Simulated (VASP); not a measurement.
# MgH2 (Fm-3m) in VASP: notebook, part 2 of 2

VASP 6.6.1. The steps go on from the part before.

**5. Relaxation of cell and atoms, PBEsol, target pressure 5 GPa, at which the enthalpy is minimised**

This run uses another cell than the first one, of 9.00 Å³/atom, 1.099 times its volume.

Contents of INCAR:

```
PREC = Accurate
ENCUT = 600
EDIFF = 1E-7
ISMEAR = -1
SIGMA = 0.05
LREAL = False
LASPH = True
NELM = 80
ALGO = Normal
ISIF = 3
LWAVE = False
LCHARG = False
GGA = PS
IBRION = 2
NSW = 60
EDIFFG = -0.01
PSTRESS = 50.0
```

Contents of KPOINTS:

```
regular mesh
0
Gamma
  10 10 10
```

Contents of POSCAR:

```
MgH2
1.0
    0.0000000000      2.3810671667      2.3810671667
    2.3810671667      0.0000000000      2.3810671667
    2.3810671667      2.3810671667      0.0000000000
Mg H
1 2
Direct
    0.0000000000      0.0000000000      0.0000000000
    0.2500000000      0.2500000000      0.2500000000
    0.7500000000      0.7500000000      0.7500000000
```

Potentials or basis: VASP PAW PBE potentials, release 64 (Mg, H).

Command:

```console
> cat potpaw_PBE.64/Mg/POTCAR potpaw_PBE.64/H/POTCAR > POTCAR
> mpirun -np 1 vasp_std > vasp.out
```

OUTCAR:

```text
PREC = Accurate
   ENCUT = 600
   EDIFF = 1E-7
   ISMEAR = -1
   LREAL = False
   LASPH = True
   NELM = 80
   ISIF = 3
   GGA = PS
   IBRION = 2
   NSW = 60
   EDIFFG = -0.01
   PSTRESS = 50.0

 ion  position               nearest neighbor table
   1  0.000  0.000  0.000-   2 2.06   3 2.06   3 2.06   3 2.06   3 2.06   2 2.06   2 2.06   2 2.06

   2  0.250  0.250  0.250-   1 2.06   1 2.06   1 2.06   1 2.06
   3  0.750  0.750  0.750-   1 2.06   1 2.06   1 2.06   1 2.06

  LATTYP: Found a face centered cubic cell.
 ALAT       =     4.7621343334

  Lattice vectors:

 A1 = (   0.0000000000,   2.3810671667,   2.3810671667)
 A2 = (   2.3810671667,   0.0000000000,   2.3810671667)
 A3 = (   2.3810671667,   2.3810671667,   0.0000000000)

Analysis of symmetry for initial positions (statically):
=====================================================================
 Subroutine PRICEL returns:
 Original cell was already a primitive cell.

 Routine SETGRP: Setting up the symmetry group for a
 face centered cubic supercell.

 Subroutine GETGRP returns: Found 48 space group operations
 (whereof 48 operations were pure point group operations)
 out of a pool of 48 trial point group operations.

The static configuration has the point symmetry O_h .

Analysis of symmetry for dynamics (positions and initial velocities):
=====================================================================
 Subroutine PRICEL returns:
 Original cell was already a primitive cell.

 Routine SETGRP: Setting up the symmetry group for a
 face centered cubic supercell.

 Subroutine GETGRP returns: Found 48 space group operations
 (whereof 48 operations were pure point group operations)
 out of a pool of 48 trial point group operations.

The dynamic configuration has the point symmetry O_h .
[... 125 lines left out ...]
   LORBIT       =      0    0 simple, 1 ext, 2 COOP (PROOUT), +10 PAW based schemes
   GGA     = PS    functional components
   LHFCALC =     F    Hartree Fock is set to
   AEXX    =    0.0000 exact exchange contribution
   IVDW    =     0    specifies the selected vdW correction
   LEPSILON=     F    determine dielectric tensor
   LRPA    =     F    only Hartree local field effects (RPA)
 conjugate gradient relaxation of ions
 non-spin polarized calculation
  energy-cutoff  :      600.00
  volume of cell :       27.00
 maximum number of plane-waves:       934
   NGX = 13   NGY = 13   NGZ = 13

--------------------------------------- Ionic step        1  -------------------------------------------

 number of electron       4.0000000 magnetization

 Free energy of the ion-electron system (eV)
  ---------------------------------------------------
  ext. energy  EPLUGINS =         0.00000000
  ---------------------------------------------------
  free energy    TOTEN  =        -8.59699363 eV

  energy without entropy =       -8.59392724  energy(sigma->0) =       -8.59546043

------------------------ aborting loop because EDIFF is reached ----------------------------------------

  FORCE on cell =-STRESS in cart. coord.  units (eV):
  Direction    XX          YY          ZZ          XY          YZ          ZX
  --------------------------------------------------------------------------------------
  -------------------------------------------------------------------------------------
  Total       -0.2545677     -0.2545677     -0.2545677      0.0000000      0.0000000      0.0000000
  in kB      -15.1066787    -15.1066787    -15.1066787      0.0000000      0.0000000      0.0000000
  external PRESSURE =     -65.1066787 kB  Pullay stress =      50.0000000 kB
[... 104 lines left out ...]
--------------------------------------- Ionic step        4  -------------------------------------------

 number of electron       3.9999999 magnetization

 Free energy of the ion-electron system (eV)
  ---------------------------------------------------
  ext. energy  EPLUGINS =         0.00000000
  ---------------------------------------------------
  free energy    TOTEN  =        -8.57337880 eV

  energy without entropy =       -8.57013911  energy(sigma->0) =       -8.57175895

 E-fermi :   3.4045     XC(G=0):  -9.4513

 val. band max:        3.2807834586   @ k =   0.2000   0.1000   0.0000
 cond. band min:       3.4206669757   @ k =   0.5000   0.4000   0.0000
 fundamental gap:      0.1398835171
 Fermi energy:         3.4044846274

 k-point     1 :       0.0000    0.0000    0.0000
  band No.  band energies     occupation
      1      -7.1601      2.00000
      2       4.7567      0.00000
      3      13.0783      0.00000
      4      13.0783      0.00000
      5      13.0783      0.00000
      6      16.1522      0.00000
[... 199 lines left out ...]
 k-point    24 :       0.4000    0.3000    0.0000
  band No.  band energies     occupation
      1      -4.0504      2.00000
      2       1.2575      2.00000
      3       5.7697      0.00000
      4       8.6517      0.00000
      5       9.0000      0.00000
      6      13.4394      0.00000

 [... further k-points ...]

------------------------ aborting loop because EDIFF is reached ----------------------------------------

  FORCE on cell =-STRESS in cart. coord.  units (eV):
  Direction    XX          YY          ZZ          XY          YZ          ZX
  --------------------------------------------------------------------------------------
  -------------------------------------------------------------------------------------
  Total        0.7664354      0.7664354      0.7664354      0.0000000      0.0000000      0.0000000
  in kB       50.1172817     50.1172817     50.1172817      0.0000000      0.0000000      0.0000000
  external PRESSURE =       0.1172817 kB  Pullay stress =      50.0000000 kB
[... 22 lines left out ...]
  energy  without entropy=       -8.5701391068  energy(sigma->0) =       -8.57175895

  enthalpy is  TOTEN    =        -7.8087369542 eV   P V=        0.7646418455

 reached required accuracy - stopping structural energy minimisation
```

OSZICAR:

```text
N       E                     dE             d eps       ncg     rms          rms(c)
DAV:   1    -0.126231786742E+01   -0.12623E+01   -0.19582E+03   588   0.574E+02
DAV:   2    -0.899457860290E+01   -0.77323E+01   -0.71193E+01   690   0.538E+01
DAV:   3    -0.920770982340E+01   -0.21313E+00   -0.21312E+00   702   0.117E+01
DAV:   4    -0.920807573354E+01   -0.36591E-03   -0.36591E-03   768   0.453E-01
[... 22 lines left out ...]
       N       E                     dE             d eps       ncg     rms          rms(c)
DAV:   1    -0.857338250711E+01    0.30452E-02   -0.54815E-04   684   0.242E-01    0.170E-02
DAV:   2    -0.857337943346E+01    0.30736E-05   -0.33259E-06   630   0.136E-02    0.895E-03
DAV:   3    -0.857337875387E+01    0.67959E-06   -0.26872E-06   660   0.913E-03    0.895E-04
DAV:   4    -0.857337879969E+01   -0.45816E-07   -0.50816E-08   360   0.184E-03
   4 F= -.78087370E+01 E0= -.78071171E+01  d E =-.543102E-01
```

CONTCAR:

```text
MgH2
   1.00000000000000
     0.0000000000000000    2.3052757470467844    2.3052757470467844
     2.3052757470467844    0.0000000000000000    2.3052757470467844
     2.3052757470467844    2.3052757470467844    0.0000000000000000
  Mg              H
     1     2
Direct
     1.0000000000000000    0.0000000000000000    0.0000000000000000
     0.2500000000000000    0.2500000000000000    0.2500000000000000
     0.7500000000000000    0.7500000000000000    0.7500000000000000

  0.00000000E+00  0.00000000E+00  0.00000000E+00
  0.00000000E+00  0.00000000E+00  0.00000000E+00
  0.00000000E+00  0.00000000E+00  0.00000000E+00
```

Wall time 29 s (1 thread of Intel Xeon 6975P-C, shared host); peak memory 0.17 GiB.

What came out:

| Quantity | Value |
| --- | --- |
| Free energy | -8.5734 eV |
| Relaxed volume | 8.17 Å³/atom |
| Relaxed cell | a = 3.260 Å, b = 3.260 Å, c = 3.260 Å, α = 60.00°, β = 60.00°, γ = 60.00° |
| Space group after relaxing (to 0.05 Å) | Fm-3m (No. 225) |
| Energy change on relaxing (the enthalpy is what falls) | +7.9 meV/atom |
| Ionic steps | 4 |
| Pressure after relaxing | 5.0 GPa |
| Band gap on the k mesh | zero (band 2 reaches 4.76 eV, above the bottom of band 3 at 2.90 eV) |

Step by step:
```tsv
step	energy change (eV)	largest force (eV/Å)	pressure (GPa)	volume (Å³)
1	0.0000	0.0000	-1.51	27.00
2	0.0007	0.0000	1.81	25.59
3	0.0206	0.0000	4.69	24.60
4	0.0236	0.0000	5.01	24.50
```

Final structure:
```
Mg H
1.0
     0.00000    2.30528    2.30528
     2.30528    0.00000    2.30528
     2.30528    2.30528    0.00000
Mg H
1 2
Direct
  0.00000 0.00000 0.00000
  0.25000 0.25000 0.25000
  0.75000 0.75000 0.75000
```

Caveat: the cell is relaxed towards a set pressure, so the enthalpy falls and the energy may rise; the PAW data sets were made with another functional, which shifts forces and pressure a little.

**6. Relaxation of cell and atoms, PBEsol, target pressure 10 GPa, at which the enthalpy is minimised**

This run uses another cell than the first one, of 9.00 Å³/atom, 1.099 times its volume.

Contents of INCAR:

```
SYSTEM = MgH2
  PREC = Accurate
  ENCUT = 600
  EDIFF = 1E-7
  ISMEAR = -1
  SIGMA = 0.05
  LREAL = .False.
  LASPH = .True.
  NELM = 100
  ALGO = Normal
  ISIF = 3
  LWAVE = .False.
  LCHARG = .False.
  GGA = PS
  IBRION = 2
  NSW = 60
  EDIFFG = -0.01
  PSTRESS = 100.0
```

Contents of KPOINTS:

```
Automatic mesh
0
Gamma
  10 10 10
  0 0 0
```

POSCAR is that of step 5.

Potentials or basis: VASP PAW PBE potentials, release 64 (Mg, H).

Command:

```console
> cat potpaw_PBE.64/Mg/POTCAR potpaw_PBE.64/H/POTCAR > POTCAR
> mpirun -np 1 vasp_std > vasp.out
```

It took 28 s on 1 thread of Intel Xeon 6975P-C, shared host; peak memory 0.17 GiB.

Results (log left out):

| Quantity | Value |
| --- | --- |
| Free energy | -8.5095 eV |
| Relaxed volume | 7.71 Å³/atom |
| Relaxed cell | a = 3.198 Å, b = 3.198 Å, c = 3.198 Å, α = 60.00°, β = 60.00°, γ = 60.00° |
| Space group after relaxing (to 0.05 Å) | Fm-3m (No. 225) |
| Energy change on relaxing (the enthalpy is what falls) | +29.2 meV/atom |
| Ionic steps | 4 |
| Pressure after relaxing | 10.0 GPa |
| Band gap on the k mesh | zero (band 2 reaches 5.25 eV, above the bottom of band 3 at 3.22 eV) |

Step by step:
```tsv
step	energy change (eV)	largest force (eV/Å)	pressure (GPa)	volume (Å³)
1	0.0000	0.0000	-1.51	27.00
2	0.0221	0.0000	4.86	24.55
3	0.0775	0.0000	9.36	23.29
4	0.0875	0.0000	10.03	23.12
```

Final structure:
```
Mg H
1.0
     0.00000    2.26118    2.26118
     2.26118    0.00000    2.26118
     2.26118    2.26118    0.00000
Mg H
1 2
Direct
  0.00000 0.00000 0.00000
  0.25000 0.25000 0.25000
  0.75000 0.75000 0.75000
```

Levels at points of the mesh, in eV from the Fermi level:
```tsv
k point	band 1	band 2	band 3	band 4	band 5	band 6
(0.00, 0.00, 0.00)	-10.95	1.50	9.92	9.92	9.92	13.34
(0.50, 0.00, 0.00)	-6.15	-6.14	7.35	8.75	9.51	9.51
(0.50, 0.50, 0.00)	-6.15	-2.39	-0.54	5.15	5.15	8.95
```

Caveat: the cell is relaxed towards a set pressure, so the enthalpy falls and the energy may rise; the PAW data sets were made with another functional, which shifts forces and pressure a little.

**7. The runs side by side**

| task | cell | cutoff (eV) | gap on the mesh (eV) | pressure (GPa) |
| --- | --- | --- | --- | --- |
| single point | a = 3.263 Å, angles 60.0°, 3 atoms | 520 | none | 4.7 |
| single point | a = 3.309 Å, angles 60.0°, 3 atoms | 520 | none | 1.7 |
| relaxation of cell and atoms | relaxed to 2 GPa from a = 3.367 Å, angles 60.0°, 3 atoms | 600 | none | 1.9 |
| relaxation of cell and atoms | relaxed to 5 GPa from a = 3.367 Å, angles 60.0°, 3 atoms | 600 | none | 5.0 |
| relaxation of cell and atoms | relaxed to 10 GPa from a = 3.367 Å, angles 60.0°, 3 atoms | 600 | none | 10.0 |

Alike in all rows: level PBEsol; potentials or basis VASP PAW PBE potentials, release 64 (Mg, H); no spin polarisation; k mesh 10 × 10 × 10; smearing fermi-dirac 0.05 eV.

Caveats: the PAW data sets were made with another functional, which shifts forces and pressure a little; the cell is relaxed towards a set pressure, so the enthalpy falls and the energy may rise (some runs).

Absolute energies hang on the potentials; compare differences alone.
